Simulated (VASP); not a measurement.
# Ga5N4 in VASP: relaxation of the atoms with PBEsol

Aim: the relaxation of the atoms of Ga5N4 with PBEsol.

All numbers are computed with VASP 6.6.1; they aren't measurements. Logs are shortened: lines on timing, memory, paths and dates and some standing lists are left out, and cuts for length are marked.

## (1) The cell of the first run

The cell holds a slab with vacuum, 9 atoms: a = 3.181 Å, b = 3.181 Å, c = 23.996 Å, α = 90.00°, β = 90.00°, γ = 90.00°.

## (2) Relaxation of the atoms, PBEsol

The input, INCAR:

```
SYSTEM = Ga5N4
  PREC = Accurate
  ENCUT = 520
  EDIFF = 1E-6
  ISMEAR = 0
  SIGMA = 0.05
  LREAL = .FALSE.
  LASPH = .TRUE.
  NELM = 100
  ALGO = Fast
  ISIF = 2
  LWAVE = .FALSE.
  LCHARG = .FALSE.
  LDIPOL = .TRUE.
  IDIPOL = 3
  DIPOL = 0.5 0.5 0.500
  GGA = PS
  IBRION = 2
  NSW = 80
  EDIFFG = -0.02
```

The input, KPOINTS:

```
regular mesh
0
G
  8 8 1
  0 0 0
```

The input, POSCAR:

```
Ga5N4
1.0
    3.1807290375      0.0000000000      0.0000000000
    0.0000000000      3.1807290375      0.0000000000
    0.0000000000      0.0000000000     23.9964602861
Ga N
5 4
Direct
    0.5000000000      0.5000000000      0.3125460968
    0.0000000000      0.0000000000      0.4062730484
    0.5000000000      0.5000000000      0.5000000000
    0.0000000000      0.0000000000      0.5937269516
    0.5000000000      0.5000000000      0.6874539032
    0.5000000000      0.0000000000      0.3594095726
    0.0000000000      0.5000000000      0.4531365242
    0.5000000000      0.0000000000      0.5468634758
    0.0000000000      0.5000000000      0.6405904274
```

Potentials or basis: VASP PAW PBE potentials, release 64 (Ga_d, N).

On the command line:

```
> cat potpaw_PBE.64/Ga_d/POTCAR potpaw_PBE.64/N/POTCAR > POTCAR
> mpirun -np 1 vasp_std > vasp.out
```

OUTCAR:

```text
SYSTEM = Ga5N4
   PREC = Accurate
   ENCUT = 520
   EDIFF = 1E-6
   ISMEAR = 0
   LREAL = .FALSE.
   LASPH = .TRUE.
   NELM = 100
   ISIF = 2
   GGA = PS
   IBRION = 2
   NSW = 80
   EDIFFG = -0.02

 ion  position               nearest neighbor table
   1  0.500  0.500  0.313-   6 1.95   6 1.95
   2  0.000  0.000  0.406-   7 1.95   7 1.95   6 1.95   6 1.95
   3  0.500  0.500  0.500-   7 1.95   8 1.95   8 1.95   7 1.95
   4  0.000  0.000  0.594-   8 1.95   8 1.95   9 1.95   9 1.95
   5  0.500  0.500  0.687-   9 1.95   9 1.95
   6  0.500  0.000  0.359-   1 1.95   2 1.95   1 1.95   2 1.95
   7  0.000  0.500  0.453-   2 1.95   2 1.95   3 1.95   3 1.95
   8  0.500  0.000  0.547-   4 1.95   4 1.95   3 1.95   3 1.95
   9  0.000  0.500  0.641-   4 1.95   5 1.95   4 1.95   5 1.95

  LATTYP: Found a simple tetragonal cell.
 ALAT       =     3.1807290375
 C/A-ratio  =     7.5443271034

  Lattice vectors:

 A1 = (   3.1807290375,   0.0000000000,   0.0000000000)
 A2 = (   0.0000000000,   3.1807290375,   0.0000000000)
 A3 = (   0.0000000000,   0.0000000000,  23.9964602861)

Analysis of symmetry for initial positions (statically):
=====================================================================
 Subroutine PRICEL returns:
 Original cell was already a primitive cell.

 Routine SETGRP: Setting up the symmetry group for a
 simple tetragonal supercell.

 Subroutine GETGRP returns: Found  8 space group operations
 (whereof  8 operations were pure point group operations)
 out of a pool of 16 trial point group operations.

The static configuration has the point symmetry D_2d.

Analysis of symmetry for dynamics (positions and initial velocities):
=====================================================================
 Subroutine PRICEL returns:
 Original cell was already a primitive cell.

 Routine SETGRP: Setting up the symmetry group for a
 simple tetragonal supercell.

 Subroutine GETGRP returns: Found  8 space group operations
 (whereof  8 operations were pure point group operations)
 out of a pool of 16 trial point group operations.

The dynamic configuration has the point symmetry D_2d.

 Subroutine INISYM returns: Found  8 space group operations
 (whereof  8 operations are pure point group operations),
 and found     1 'primitive' translations

----------------------------------------------------------------------------------------

                                     Primitive cell

  volume of cell :     242.7731

  direct lattice vectors                    reciprocal lattice vectors
     3.180729037  0.000000000  0.000000000     0.314393332  0.000000000  0.000000000
     0.000000000  3.180729037  0.000000000     0.000000000  0.314393332  0.000000000
     0.000000000  0.000000000 23.996460286     0.000000000  0.000000000  0.041672813

  length of vectors
     3.180729037  3.180729037 23.996460286     0.314393332  0.314393332  0.041672813

  position of ions in fractional coordinates (direct lattice)
     0.500000000  0.500000000  0.312546097
     0.000000000  0.000000000  0.406273048
     0.500000000  0.500000000  0.500000000
     0.000000000  0.000000000  0.593726952
     0.500000000  0.500000000  0.687453903
     0.500000000  0.000000000  0.359409573
     0.000000000  0.500000000  0.453136524
     0.500000000  0.000000000  0.546863476
     0.000000000  0.500000000  0.640590427

  ion indices of the primitive-cell ions
   primitive index   ion index
                 1           1
                 2           2
                 3           3
                 4           4
                 5           5
                 6           6
                 7           7
                 8           8
                 9           9

----------------------------------------------------------------------------------------

 KPOINTS: regular mesh

[... 49 lines left out ...]
   ISTART =      0    job   : 0-new  1-cont  2-samecut
   ICHARG =      2    charge: 1-file 2-atom 10-const
   ISPIN  =      1    spin polarized calculation?
   LNONCOLLINEAR =      F non collinear calculations
   LSORBIT =      F    spin-orbit coupling
   LASPH  =      T    aspherical Exc in radial PAW
   ENCUT  =  520.0 eV  38.22 Ry    6.18 a.u.   5.91  5.91 44.62*2*pi/ulx,y,z
   NELM   =    100;   NELMIN=  2; NELMDL= -5     # of ELM steps
   EDIFF  = 0.1E-05   stopping-criterion for ELM
   LREAL  =      F    real-space projection
   EDIFFG = -.2E-01   stopping-criterion for IOM
   NSW    =     80    number of steps for IOM
   IBRION =      2    ionic relax: 0-MD 1-quasi-New 2-CG
   NFREE  =      1    steps in history (QN), initial steepest desc. (CG)
   ISIF   =      2    stress and relaxation
   ISYM   =      2    0-nonsym 1-usesym 2-fastsym
   POTIM  = 0.5000    time-step for ionic-motion
   TEBEG  =    0.0;   TEEND  =   0.0 temperature during run
   PSTRESS=    0.0 pullay stress
   NELECT =      85.0000    total number of electrons
   NUPDOWN=      -1.0000    fix difference up-down
   EMIN   =  10.00;   EMAX   =-10.00  energy-range for DOS
   EFERMI =   0.00;   METHOD = LEGACY
   ISMEAR =     0;   SIGMA  =   0.05  broadening in eV -4-tet -1-fermi 0-gaus
   EFERMI_NEDOS =   21; number of points for ismear=-14 and -15
   IALGO  =     68    algorithm
   IMIX   =      4    mixing-type and parameters
     AMIX     =   0.40;   BMIX     =  1.00
     AMIX_MAG =   1.60;   BMIX_MAG =  1.00
  volume/ion in A,a.u.               =      26.97       182.03
  Fermi-wavevector in a.u.,A,eV,Ry     =   1.153845  2.180452 18.114242  1.331359
  Thomas-Fermi vector in A             =   2.290486
   LORBIT       =      0    0 simple, 1 ext, 2 COOP (PROOUT), +10 PAW based schemes
   GGA     = PS    functional components
   LHFCALC =     F    Hartree Fock is set to
   AEXX    =    0.0000 exact exchange contribution
   IVDW    =     0    specifies the selected vdW correction
   LEPSILON=     F    determine dielectric tensor
   LRPA    =     F    only Hartree local field effects (RPA)
 conjugate gradient relaxation of ions
 non-spin polarized calculation
 RMM-DIIS sequential band-by-band and
 Gauss-broadening in eV      SIGMA  =   0.05
  energy-cutoff  :      520.00
  volume of cell :      242.77
 maximum number of plane-waves:      6596
 NGX is ok and might be reduce to    24
   NGX = 11   NGY = 11   NGZ = 89

--------------------------------------- Ionic step        1  -------------------------------------------

 number of electron      84.9999967 magnetization

 Free energy of the ion-electron system (eV)
  ---------------------------------------------------
  ext. energy  EPLUGINS =         0.00000000
  ---------------------------------------------------
  free energy    TOTEN  =       -52.90337099 eV

  energy without entropy =      -52.89745976  energy(sigma->0) =      -52.90041538

------------------------ aborting loop because EDIFF is reached ----------------------------------------

  FORCE on cell =-STRESS in cart. coord.  units (eV):
  Direction    XX          YY          ZZ          XY          YZ          ZX
  --------------------------------------------------------------------------------------
  -------------------------------------------------------------------------------------
  Total       -0.8592843     -0.8592843      2.1609968      0.0000000      0.0000000      0.0000000
  in kB       -5.6708336     -5.6708336     14.2614659      0.0000000      0.0000000      0.0000000
  external PRESSURE =       0.9732662 kB  Pullay stress =       0.0000000 kB
[... 110 lines left out ...]
  FREE ENERGIE OF THE ION-ELECTRON SYSTEM (eV)
  ---------------------------------------------------
  free  energy   TOTEN  =       -52.9586467112 eV

  energy  without entropy=      -52.9549072077  energy(sigma->0) =      -52.95677696

[... ionic steps 4 to 12 ...]

--------------------------------------- Ionic step       13  -------------------------------------------

 number of electron      84.9999968 magnetization

------------------------ aborting loop because EDIFF is reached ----------------------------------------
[... 38 lines left out ...]
--------------------------------------- Ionic step       14  -------------------------------------------

 number of electron      84.9999967 magnetization

 dipolmoment           0.000000      0.000000     -0.000000 electrons x Angstroem

------------------------ aborting loop because EDIFF is reached ----------------------------------------

  FORCE on cell =-STRESS in cart. coord.  units (eV):
  Direction    XX          YY          ZZ          XY          YZ          ZX
  --------------------------------------------------------------------------------------
  -------------------------------------------------------------------------------------
  Total       -2.1009409     -2.1009409     -0.0756941      0.0000000     -0.0000000      0.0000000
  in kB      -13.8651282    -13.8651282     -0.4995424      0.0000000     -0.0000000      0.0000000
  external PRESSURE =      -9.4099329 kB  Pullay stress =       0.0000000 kB
[... 30 lines left out ...]
--------------------------------------- Ionic step       15  -------------------------------------------

 number of electron      84.9999968 magnetization

 dipolmoment           0.000000      0.000000      0.000000 electrons x Angstroem

 Free energy of the ion-electron system (eV)
  ---------------------------------------------------
  ext. energy  EPLUGINS =         0.00000000
  ---------------------------------------------------
  free energy    TOTEN  =       -52.96813152 eV

  energy without entropy =      -52.96450310  energy(sigma->0) =      -52.96631731

 E-fermi :  -0.1745     XC(G=0):  -6.1258

 val. band max:       -0.3126258317   @ k =   0.3750   0.1250   0.0000
 cond. band min:      -0.1741710048   @ k =   0.3750   0.2500   0.0000
 fundamental gap:      0.1384548269
 Fermi energy:        -0.1745179923

 k-point     1 :       0.0000    0.0000    0.0000
  band No.  band energies     occupation
      1     -16.8690      2.00000
      2     -16.4286      2.00000
      3     -16.0669      2.00000
      4     -15.9352      2.00000
      5     -14.5639      2.00000
      6     -14.5536      2.00000
[... 799 lines left out ...]
     50       5.7637      0.00000
     51       6.0025      0.00000

------------------------ aborting loop because EDIFF is reached ----------------------------------------

 vacuum level on the upper side and lower side of the slab       (xc-potential included)        -0.002        -0.002

  FORCE on cell =-STRESS in cart. coord.  units (eV):
  Direction    XX          YY          ZZ          XY          YZ          ZX
  --------------------------------------------------------------------------------------
  -------------------------------------------------------------------------------------
  Total       -2.0844136     -2.0844136     -0.0522408      0.0000000      0.0000000      0.0000000
  in kB      -13.7560564    -13.7560564     -0.3447622      0.0000000      0.0000000      0.0000000
  external PRESSURE =      -9.2856250 kB  Pullay stress =       0.0000000 kB
[... 24 lines left out ...]
  FREE ENERGIE OF THE ION-ELECTRON SYSTEM (eV)
  ---------------------------------------------------
  free  energy   TOTEN  =       -52.9681315179 eV

  energy  without entropy=      -52.9645031020  energy(sigma->0) =      -52.96631731

 reached required accuracy - stopping structural energy minimisation

 vacuum level on the upper side and lower side of the slab         5.183         5.183
```

Run time: 34 min. Hardware: 1 thread of Oxide Virtual Turin-like, shared host; peak memory 0.37 GiB.

What came out:

```
Free energy                  : -52.9681 eV
Energy gained by relaxing    : 7.2 meV/atom
Ionic steps                  : 15
Largest force after relaxing : 0.007 eV/Å
Band gap on the k mesh       : zero (an odd number of electrons rules out a gap without spin polarisation)
```

Forces on the atoms (eV/Å):
```
Ga   0.000  0.000 -0.001
Ga   0.000  0.000  0.001
Ga   0.000  0.000  0.000
Ga   0.000  0.000 -0.001
Ga   0.000  0.000  0.001
N    0.000  0.000 -0.002
N    0.000  0.000  0.007
N    0.000  0.000 -0.007
N    0.000  0.000  0.002
```

The path:
| step | energy change (eV) | largest force (eV/Å) | pressure (GPa) |
| --- | --- | --- | --- |
| 1 | 0.0000 | 0.8462 | 0.10 |
| 2 | -0.0549 | 0.2721 | -0.42 |
| 3 | -0.0553 | 0.2314 | -0.39 |
| 4 | -0.0611 | 0.1160 | -0.52 |
| 5 | -0.0611 | 0.1165 | -0.53 |
| 6 | -0.0624 | 0.0613 | -0.59 |
| 7 | -0.0624 | 0.0484 | -0.58 |
| 8 | -0.0629 | 0.0427 | -0.61 |
| 9 | -0.0640 | 0.0313 | -0.74 |
| 10 | -0.0647 | 0.0336 | -0.97 |
| 11 | -0.0647 | 0.0340 | -0.92 |
| 12 | -0.0647 | 0.0326 | -0.93 |
| 13 | -0.0647 | 0.0323 | -0.92 |
| 14 | -0.0643 | 0.0809 | -0.94 |
| 15 | -0.0648 | 0.0073 | -0.93 |

Final structure:
```
CELL_PARAMETERS angstrom
3.18073 0.00000 0.00000
0.00000 3.18073 0.00000
0.00000 0.00000 23.99646
ATOMIC_POSITIONS crystal
Ga 0.50000 0.50000 0.30941
Ga 0.00000 0.00000 0.40634
Ga 0.50000 0.50000 0.50000
Ga 0.00000 0.00000 0.59366
Ga 0.50000 0.50000 0.69059
N 0.50000 0.00000 0.35940
N 0.00000 0.50000 0.45318
N 0.50000 0.00000 0.54682
N 0.00000 0.50000 0.64060
```

Levels at points of the mesh, in eV from the Fermi level:
| k point | band 39 | band 40 | band 41 | band 42 | band 43 | band 44 | band 45 | band 46 | band 47 | band 48 |
| --- | --- | --- | --- | --- | --- | --- | --- | --- | --- | --- |
| (0.00, 0.00, 0.00) | -1.90 | -1.38 | -1.18 | -1.18 | -0.44 | 1.78 | 2.33 | 2.98 | 3.03 | 4.99 |
| (0.50, 0.00, 0.00) | -1.91 | -1.88 | -1.67 | -0.62 | 0.46 | 0.52 | 3.10 | 4.50 | 4.71 | 5.79 |
| (0.50, 0.50, 0.00) | -3.92 | -3.81 | -3.81 | 0.26 | 0.26 | 1.29 | 1.34 | 3.32 | 3.32 | 5.65 |

Caveat: the PAW data sets were made with another functional, which shifts forces and pressure a little.
